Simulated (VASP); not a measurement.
Crystal: GaN.

```
Ga N
1.0
     0.00000    2.25350    2.25350
     2.25350    0.00000    2.25350
     2.25350    2.25350    0.00000
Ga N
1 1
Direct
  0.00000 0.00000 0.00000
  0.25000 0.25000 0.25000
```

Base run:

* Program: VASP 6.6.1
* Functional: PBE-based screened hybrid with 50 % exact exchange
* Potentials or basis: VASP PAW PBE potentials, release 64 (Ga_d, N)
* Cutoff: 520 eV
* k mesh: 6 × 6 × 6
* Occupations: fermi-dirac, width 0.05 eV
* Spin: no spin polarisation

Its results: band gap on the k mesh 4.35 eV; pressure -7.0 GPa.

The run is repeated on the same cell with these changes: functional from PBE-based screened hybrid with 50 % exact exchange to r2SCAN50; cutoff from 520 eV to 580 eV; k mesh from 6 × 6 × 6 to 5 × 5 × 5. What comes out?

Band gap on the k mesh 5.98 eV; pressure -7.7 GPa.

Several settings changed at once.

Caveats: some runs use coarse meshes; the PAW data sets were made with another functional, which shifts forces and pressure a little; the cell stands under tension (at least some runs).

